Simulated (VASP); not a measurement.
Here is a VASP 6.6.1 calculation.

File INCAR:

```
ALGO = Normal
EDIFF = 1E-6
EDIFFG = -0.03
ENCUT = 520
GGA = PE
IBRION = 2
ISIF = 2
ISMEAR = 0
LASPH = T
LCHARG = F
LREAL = F
LWAVE = F
NELM = 100
NSW = 60
PREC = Accurate
SIGMA = 0.05
```

KPOINTS

```
k-points
0
Gamma
  1 1 1
```

Contents of POSCAR:

```
BiTe
1.0
   11.8000000000      0.0000000000      0.0000000000
    0.0000000000     12.1000000000      0.0000000000
    0.0000000000      0.0000000000     12.4000000000
Bi Te
4 4
Direct
    0.3704055979      0.3716454455      0.3689257487
    0.3539982387      0.6376528975      0.6225411738
    0.6413114320      0.3729288318      0.6209101994
    0.6337006697      0.6302626671      0.3661020490
    0.6338474046      0.3709921779      0.3754183409
    0.6375290516      0.6193757166      0.6441750189
    0.3708963416      0.3686162618      0.6241585326
    0.3682922817      0.6327910055      0.3574889450
```

Potentials or basis: VASP PAW PBE potentials, release 64 (Bi_d, Te).

The run is started by

```sh
$ cat potpaw_PBE.64/Bi_d/POTCAR potpaw_PBE.64/Te/POTCAR > POTCAR
$ mpirun -np 1 vasp_gam > vasp.out
```

(1) What does it give for the gap between the frontier levels?

(2) Estimate the energy gained by relaxing.

Answers

(1) 0.84 eV.

(2) 188.4 meV/atom.

Caveat: spin-orbit coupling is left out, which moves the levels of the heavy elements.
